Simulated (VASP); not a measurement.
# Co2W3 (P-3m1) in VASP: single point with PBE

Aim: the single point of Co2W3 with PBE.

Program: VASP 6.6.1. These are calculated values, not measurements. Logs are shortened: lines on timing, memory, paths and dates and some standing lists are left out, and cuts for length are marked.

## Step 1: The cell of the first run

Symmetry: P-3m1, No. 164, trigonal system. The conventional cell has a = 2.748 Å, b = 2.748 Å, c = 22.298 Å, α = 90.00°, β = 90.00°, γ = 120.00°. Within 3.6 Å of Co (site symmetry 3m) lie 12 Co at 2.74 to 2.75 Å. Co (site symmetry 3m) has 3 W at 2.74 Å and 9 Co at 2.74 to 2.75 Å within 3.6 Å. W (site symmetry 3m) has 3 Co at 2.74 Å and 9 W at 2.74 to 2.75 Å within 3.6 Å. W (site symmetry 3m) has 12 W at 2.74 to 2.75 Å within 3.6 Å. Within 3.6 Å of W (site symmetry 3m) lie 12 W at 2.74 to 2.75 Å.

## Step 2: Single point, PBE, collinear spin, antiferromagnetic start

File INCAR:

```
SYSTEM = Co2W3
  ALGO = All
  EDIFF = 1E-6
  ENCUT = 540
  GGA = PE
  GGA_COMPAT = .FALSE.
  ISEARCH = 1
  ISIF = 2
  ISMEAR = 0
  ISPIN = 2
  KPAR = 4
  LASPH = .TRUE.
  LCHARG = .FALSE.
  LMAXMIX = 4
  LORBIT = 11
  LREAL = .FALSE.
  LWAVE = .FALSE.
  MAGMOM = -3 3 3 -3 0 0 0 0 0 0
  NBANDS = 75
  NELM = 300
  PREC = Accurate
  SIGMA = 0.1
```

File KPOINTS:

```
k-points
0
G
  6 6 1
  0 0 0
```

File POSCAR:

```
Co2W3
1.0
    2.7479507700      0.0000000000      0.0000000000
   -1.3739753800      2.3797951700      0.0000000000
    0.0000000000      0.0000000000     22.2981667600
Co W
4 6
Direct
    0.3333333300      0.6666666700      0.9500000000
    0.3333333300      0.6666666700      0.1500000000
    0.6666666700      0.3333333300      0.8500000000
    0.6666666700      0.3333333300      0.0500000000
    0.3333333300      0.6666666700      0.7500000000
    0.3333333300      0.6666666700      0.3500000000
    0.3333333300      0.6666666700      0.5500000000
    0.6666666700      0.3333333300      0.2500000000
    0.6666666700      0.3333333300      0.4500000000
    0.6666666700      0.3333333300      0.6500000000
```

Potentials or basis: VASP PAW PBE potentials, release 64 (Co, W_sv).

On the command line:

```bash
> cat potpaw_PBE.64/Co/POTCAR potpaw_PBE.64/W_sv/POTCAR > POTCAR
> mpirun -np 4 vasp_std > vasp.out
```

OUTCAR:

```text
SYSTEM = Co2W3
   EDIFF = 1E-6
   ENCUT = 540
   GGA = PE
   ISIF = 2
   ISMEAR = 0
   ISPIN = 2
   LASPH = .TRUE.
   LORBIT = 11
   LREAL = .FALSE.
   NELM = 300
   PREC = Accurate

 ion  position               nearest neighbor table
   1  0.333  0.667  0.950-   4 2.74   3 2.74   4 2.74   3 2.74   4 2.74   3 2.74
   2  0.333  0.667  0.150-   4 2.74   8 2.74   4 2.74   8 2.74   4 2.74   8 2.74
   3  0.667  0.333  0.850-   1 2.74   5 2.74   1 2.74   5 2.74   1 2.74   5 2.74
   4  0.667  0.333  0.050-   1 2.74   2 2.74   1 2.74   2 2.74   1 2.74   2 2.74
   5  0.333  0.667  0.750-   3 2.74  10 2.74   3 2.74  10 2.74   3 2.74  10 2.74
   6  0.333  0.667  0.350-   8 2.74   9 2.74   8 2.74   9 2.74   8 2.74   9 2.74
   7  0.333  0.667  0.550-   9 2.74  10 2.74   9 2.74  10 2.74   9 2.74  10 2.74
   8  0.667  0.333  0.250-   2 2.74   6 2.74   2 2.74   6 2.74   2 2.74   6 2.74
   9  0.667  0.333  0.450-   7 2.74   6 2.74   7 2.74   6 2.74   7 2.74   6 2.74
  10  0.667  0.333  0.650-   5 2.74   7 2.74   5 2.74   7 2.74   5 2.74   7 2.74

  LATTYP: Found a hexagonal cell.
 ALAT       =     2.7479507700
 C/A-ratio  =     8.1144709736

  Lattice vectors:

 A1 = (   2.7479507700,   0.0000000000,   0.0000000000)
 A2 = (  -1.3739753800,   2.3797951700,   0.0000000000)
 A3 = (   0.0000000000,   0.0000000000,  22.2981667600)

Analysis of symmetry for initial positions (statically):
=====================================================================
 Subroutine PRICEL returns:
 Original cell was already a primitive cell.

 Routine SETGRP: Setting up the symmetry group for a
 hexagonal supercell.

 Subroutine GETGRP returns: Found 12 space group operations
 (whereof 12 operations were pure point group operations)
 out of a pool of 24 trial point group operations.

The static configuration has the point symmetry D_3d.

Analysis of symmetry for dynamics (positions and initial velocities):
=====================================================================
 Subroutine PRICEL returns:
 Original cell was already a primitive cell.

 Routine SETGRP: Setting up the symmetry group for a
 hexagonal supercell.

 Subroutine GETGRP returns: Found 12 space group operations
 (whereof 12 operations were pure point group operations)
 out of a pool of 24 trial point group operations.

The dynamic configuration has the point symmetry D_3d.

Analysis of structural, dynamic, and magnetic symmetry:
=====================================================================
 Subroutine PRICEL returns:
 Original cell was already a primitive cell.

[... 159 lines left out ...]
 cond. band min:       9.9966651775   @ k =   0.1667   0.0000   0.0000
 fundamental gap:      0.0140408349
 Fermi energy:         9.9946177542

 spin component 1

 k-point     1 :       0.0000    0.0000    0.0000
  band No.  band energies     occupation
      1     -63.6683      1.00000
      2     -63.6682      1.00000
      3     -63.4843      1.00000
      4     -63.4453      1.00000
      5     -63.3885      1.00000
      6     -63.3350      1.00000
[... 514 lines left out ...]
     71      14.4512      0.00000
     72      14.4589      0.00000
 Fermi energy:         9.9946177542

 spin component 2

 k-point     1 :       0.0000    0.0000    0.0000
  band No.  band energies     occupation
      1     -63.6602      1.00000
      2     -63.6601      1.00000
      3     -63.4806      1.00000
      4     -63.4426      1.00000
      5     -63.3856      1.00000
      6     -63.3310      1.00000
[... 514 lines left out ...]
     71      13.9977      0.00000
     72      14.0351      0.00000
 [bands above 72 left out]

------------------------ aborting loop because EDIFF is reached ----------------------------------------

  FORCE on cell =-STRESS in cart. coord.  units (eV):
  Direction    XX          YY          ZZ          XY          YZ          ZX
  --------------------------------------------------------------------------------------
  -------------------------------------------------------------------------------------
  Total        6.8843409      6.8843409     12.4742571      0.0000000      0.0000000      0.0000000
  in kB       75.6406526     75.6406523    137.0590087      0.0000002      0.0000000      0.0000000
  external PRESSURE =      96.1134379 kB  Pullay stress =       0.0000000 kB

 VOLUME and BASIS-vectors are now :
 -----------------------------------------------------------------------------
  energy-cutoff  :      540.00
  volume of cell :      145.82
      direct lattice vectors                 reciprocal lattice vectors
     2.747950770  0.000000000  0.000000000     0.363907538  0.210102115  0.000000000
    -1.373975380  2.379795170  0.000000000     0.000000000  0.420204231  0.000000000
     0.000000000  0.000000000 22.298166760     0.000000000  0.000000000  0.044846736

 POSITION                                       TOTAL-FORCE (eV/Angst)
 -----------------------------------------------------------------------------------
     -0.00000      1.58653     21.18326        -0.000000     -0.000000      0.448950
     -0.00000      1.58653      3.34473        -0.000000      0.000000      0.219853
      1.37398      0.79327     18.95344        -0.000000     -0.000000     -0.219853
      1.37398      0.79327      1.11491        -0.000000      0.000000     -0.448950
     -0.00000      1.58653     16.72363        -0.000000     -0.000000      3.777464
     -0.00000      1.58653      7.80436        -0.000000      0.000000      0.452503
     -0.00000      1.58653     12.26399        -0.000000     -0.000000     -0.214058
      1.37398      0.79327      5.57454         0.000000      0.000000     -3.777464
      1.37398      0.79327     10.03418         0.000000      0.000000      0.214058
      1.37398      0.79327     14.49381         0.000000     -0.000000     -0.452503
 -----------------------------------------------------------------------------------
    total drift:                                0.000000     -0.000000     -0.000000

  FREE ENERGIE OF THE ION-ELECTRON SYSTEM (eV)
  ---------------------------------------------------
  free  energy   TOTEN  =       -99.2948428067 eV

  energy  without entropy=      -99.2122980447  energy(sigma->0) =      -99.25357043

 total charge

# of ion       s       p       d       tot
------------------------------------------
    1        0.392   0.313   7.130   7.835
    2        0.407   0.360   7.225   7.992
    3        0.407   0.360   7.225   7.992
    4        0.392   0.313   7.130   7.835
    5        2.428   6.321   3.423  12.172
    6        2.438   6.374   3.516  12.327
    7        2.438   6.353   3.547  12.338
    8        2.428   6.321   3.423  12.172
    9        2.438   6.353   3.547  12.338
   10        2.438   6.374   3.516  12.327
--------------------------------------------------
tot         16.205  39.442  49.682 105.329

 magnetization (x)

# of ion       s       p       d       tot
------------------------------------------
    1        0.002   0.027  -1.890  -1.860
    2       -0.000   0.005   0.700   0.705
    3       -0.000   0.005   0.700   0.705
    4        0.002   0.027  -1.890  -1.860
    5        0.001   0.002   0.015   0.019
    6       -0.001  -0.001   0.005   0.003
    7        0.000   0.001   0.009   0.011
    8        0.001   0.002   0.015   0.019
    9        0.000   0.001   0.009   0.011
   10       -0.001  -0.001   0.005   0.003
--------------------------------------------------
tot          0.005   0.070  -2.320  -2.245
```

OSZICAR:

```text
N       E                     dE             d eps       ncg     rms           ort
DAV:   1     0.164500923193E+04    0.16450E+04   -0.66389E+04   525   0.212E+03
DAV:   2     0.563236450802E+02   -0.15887E+04   -0.15368E+04   525   0.619E+02
DAV:   3    -0.102546020835E+03   -0.15887E+03   -0.13753E+03   525   0.194E+02
DAV:   4    -0.117955767488E+03   -0.15410E+02   -0.14172E+02   525   0.497E+01
[... 16 lines left out ...]
CGA: 168    -0.992948378664E+02   -0.10662E-05   -0.10966E-05   525   0.117E-03  -0.229E-05
CGA: 169    -0.992948387704E+02   -0.90409E-06   -0.90308E-06   525   0.449E-04  -0.762E-06
CGA: 170    -0.992948402207E+02   -0.14503E-05   -0.14490E-05   525   0.216E-03   0.800E-06
CGA: 171    -0.992948425675E+02   -0.23467E-05   -0.23061E-05   525   0.205E-04  -0.131E-05
CGA: 172    -0.992948428067E+02   -0.23922E-06   -0.22117E-06   525   0.321E-04  -0.923E-06
   1 F= -.99294843E+02 E0= -.99253570E+02  d E =-.825448E-01  mag=    -2.1378
```

stdout:

```text
POSCAR found type information on POSCAR CoW
 POSCAR found :  2 types and      10 ions
 scaLAPACK will be used
 LDA part: xc-table for (Slater+PW92), standard interpolation
 POSCAR, INCAR and KPOINTS ok, starting setup
 FFT: planning ... GRIDC
 FFT: planning ... GRID_SOFT
[... 86 lines left out ...]
  continued last = 0.020  step=  0.0040 harm=  0.0055 4th-ord=  0.0040
  continued last = 0.009  step=  0.0062 harm=  0.0063 4th-ord=  0.0062 spline=  0.0062
  continued last = 0.006  step=  0.0065 harm=  0.0061 4th-ord=  0.0063 spline=  0.0065
  steps along line     -0.15409E-04   0.15409E-04   0.15409E+00   0.45655E-01   0.20291E-01   0.90183E-02   0.60122E-02
  energies along line   0.90142E-01  -0.90142E-01   0.83925E+03   0.26764E+03   0.10080E+03  -0.14945E+02  -0.19117E+02
  final corrected         step=  0.0049 harm=  0.0047 4th-ord=  0.0049
  steps along line     -0.15409E-04   0.15409E-04   0.15409E+00   0.45655E-01   0.20291E-01   0.90183E-02   0.60122E-02   0.65182E-02   0.65461E-02
  energies a
```

It took 11 min on 4 MPI ranks of Intel Xeon 6975P-C (Granite Rapids), shared host; peak memory 0.54 GiB.

What came out:

```yaml
Free_energy: -99.2948 eV
Pressure: 9.6 GPa
Largest_force: 3.777 eV/Å
Net_moment: -2.14 μB per cell
Site_moments: Co -1.86, +0.70 (each value once); W +0.02, +0.00, +0.01 (each value once) μB
Valence_electrons_inside_the_program's_atomic_spheres: Co 7.83, 7.99 (each value once); W 12.17, 12.33, 12.34 (each value once)
```

Forces on the atoms (eV/Å):
```
Co   0.000  0.000  0.449
Co   0.000  0.000  0.220
Co   0.000  0.000 -0.220
Co   0.000  0.000 -0.449
W    0.000  0.000  3.777
W    0.000  0.000  0.453
W    0.000  0.000 -0.214
W    0.000  0.000 -3.777
W    0.000  0.000  0.214
W    0.000  0.000 -0.453
```

Stress tensor (GPa, compression positive):
```
 7.56  0.00  0.00
 0.00  7.56  0.00
 0.00  0.00 13.71
```

Levels at points of the mesh, in eV from the Fermi level:
Spin up:
```tsv
k point	band 54	band 55	band 56	band 57	band 58	band 59	band 60	band 61	band 62	band 63
(0.00, 0.00, 0.00)	-0.64	-0.64	-0.49	-0.49	-0.48	-0.42	-0.42	-0.36	-0.36	-0.29
(0.50, 0.00, 0.00)	-0.07	-0.01	0.24	0.31	0.46	0.55	0.57	0.85	0.89	1.06
```
Spin down:
```tsv
k point	band 58	band 59	band 60	band 61	band 62	band 63	band 64	band 65
(0.00, 0.00, 0.00)	-0.72	-0.72	-0.64	-0.64	-0.43	-0.42	-0.34	-0.34
(0.50, 0.00, 0.00)	0.25	0.46	0.53	0.59	0.59	0.82	1.11	1.44
```

Caveat: the k points lie up to 0.44 Å⁻¹ apart; spin-orbit coupling is left out, which moves the levels of the heavy elements; forces of over 1 eV/Å act on the atoms, so gaps and moduli don't describe the material at rest.
